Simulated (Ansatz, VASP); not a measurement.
C in VASP and in Ansatz

File INCAR:

```
  ALGO = Normal
  EDIFF = 1E-6
  ENCUT = 520
  GGA = PE
  ISIF = 2
  ISMEAR = 0
  IVDW = 12
  LASPH = True
  LCHARG = True
  LELF = True
  LREAL = False
  LVHAR = True
  LWAVE = False
  NBANDS = 11
  NELM = 60
  PREC = Accurate
  SIGMA = 0.05
```

Contents of KPOINTS:

```
k-points
0
Gamma
  15 15 15
```

Contents of POSCAR:

```
C
1.0
    1.2324809262      0.7115731945      3.3609366220
   -1.2324809262      0.7115731945      3.3609366220
    0.0000000000     -1.4231463891      3.3609366220
C
2
Direct
    0.1642799222      0.1642799222      0.1853599743
    0.8357200778      0.8357200778      0.8146400257
```

Input for Ansatz:

```yaml
crystal:
  lattice:
    - [1.2324809262, 0.7115731945, 3.360936622]
    - [-1.2324809262, 0.7115731945, 3.360936622]
    - [0.0, -1.4231463891, 3.360936622]
  atoms:
    - { symbol: C, position: [0.1642799222, 0.1642799222, 0.1853599743] }
    - { symbol: C, position: [0.8357200778, 0.8357200778, 0.8146400257] }
basis:
  ecutwfc: 520.0
kpoints:
  mp_grid: { grid: [15, 15, 15] }
hamiltonian:
  xc: pbe
  pseudopotentials: { kind: paw, azcp: { folder: soft_1 } }
  dispersion: d3bj
scf:
  occupations: { method: gaussian, width: 0.05 }
output:
  forces: true
  stress: true
  eigenvalues: true
```

Change from the starting cell: mode 4 frozen in at +0.048 Å and mode 6 at -0.030 Å (largest displacements).

Alike in both runs: task single point; functional PBE; dispersion D3(BJ); k mesh 15 × 15 × 15; occupations gaussian, width 0.05 eV; no spin polarisation.

```csv
,VASP,Ansatz
version,VASP 6.6.1,Ansatz 0.2.0
potentials or method,"VASP PAW PBE potentials, release 64 (C), cutoff 520 eV","scalar-relativistic, plane waves, PAW"
valence electrons in the cell,8,8
```

|  | VASP | Ansatz | Ansatz less VASP |
| --- | --- | --- | --- |
| gap on the k mesh at the Fermi level (eV) | 0.35 | 0.35 | +0.001 |
| least direct gap on the mesh (eV) | 0.35 | 0.35 | +0.001 |
| pressure (GPa) | 1.7 | 1.3 | -0.42 |
| traceless stress, the component that is largest in VASP (GPa) | 7.74 | 7.39 | -0.348 |
| rms of the force components (eV/Å) | 2.143 | 2.142 | -0.0014 |

Atom by atom the forces differ by 0.004 eV/Å (rms over components).
